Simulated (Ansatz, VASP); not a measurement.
## SiC in VASP and in Ansatz

```xyz
2
Lattice="0.0000 2.0139 2.0139 2.0139 0.0000 2.0139 2.0139 2.0139 0.0000" Properties=species:S:1:pos:R:3 pbc="T T T"
Si    0.0000    0.0000    0.0000
C     2.0139    2.0139    2.0139
```

Alike in both runs: task single point; functional PBE; k mesh 8 × 8 × 8; occupations fermi-dirac, width 0.02 eV; no spin polarisation.

|  | VASP | Ansatz |
| --- | --- | --- |
| version | VASP 6.6.1 | Ansatz 0.2.0 |
| potentials or method | VASP PAW PBE potentials, release 64 (Si, C) | plane waves, PAW |
| plane-wave cutoff (eV) | 520 | 420 |
| valence electrons in the cell | 8 | 8 |

```csv
,VASP,Ansatz,Ansatz less VASP
pressure (GPa),6.3,6.1,-0.17
```
